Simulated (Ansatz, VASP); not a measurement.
CaO: VASP beside Ansatz

File INCAR:

```
PREC = Accurate
ENCUT = 520
EDIFF = 1E-7
ISMEAR = -1
SIGMA = 0.02
LREAL = False
LASPH = True
NELM = 80
ALGO = Normal
ISIF = 2
LWAVE = False
LCHARG = False
GGA = PE
NBANDS = 15
```

File KPOINTS:

```
regular mesh
0
Gamma
  8 8 8
```

The input POSCAR:

```
CaO
1.0
    0.0000000000      2.4763951520      2.7895354835
    2.4763951520      0.0000000000      2.7895354835
    2.4763951520      2.4763951520      0.0000000000
Ca O
1 1
Direct
    0.0000000000      0.0000000000      0.0000000000
    0.2500000000      0.2500000000      0.2500000000
```

Input for Ansatz:

```yaml
crystal:
  lattice:
    - [0.0, 2.476395152, 2.7895354835]
    - [2.476395152, 0.0, 2.7895354835]
    - [2.476395152, 2.476395152, 0.0]
  atoms:
    - { symbol: Ca, position: [0.0, 0.0, 0.0] }
    - { symbol: O, position: [0.25, 0.25, 0.25] }
kpoints:
  mp_grid: { grid: [8, 8, 8] }
  band_path:
    path:
      - [0.0, 0.0, 0.0]
      - [-0.5, -0.5, 0.0]
      - [-0.375, -0.375, 0.25]
      - [-0.375, 0.0, 0.375]
      - [0.0, 0.0, 0.5]
      - [-0.5, -0.25, 0.25]
    npoints: 1
hamiltonian:
  xc: pbe
scf:
  occupations: { method: fermi_dirac, width: 0.02 }
  n_extra_bands: 4
output:
  forces: true
  stress: true
  eigenvalues: true
```

Change from the starting cell: epitaxial_xy strain -5.0%.

Alike in both runs: task single point; functional PBE; k mesh 8 × 8 × 8; occupations fermi-dirac, width 0.02 eV; no spin polarisation.

```csv
,VASP,Ansatz
version,VASP 6.6.1,Ansatz 0.2.0
potentials or method,"VASP PAW PBE potentials, release 64 (Ca_sv, O)","plane waves, PAW"
plane-wave cutoff (eV),520,420
valence electrons in the cell,16,16
```

```tsv
	VASP	Ansatz	Ansatz less VASP
gap on the k mesh at the Fermi level (eV)	3.29	3.30	+0.008
pressure (GPa)	4.2	3.7	-0.54
traceless stress, the component that is largest in VASP (GPa)	-2.15	-2.24	-0.087
```
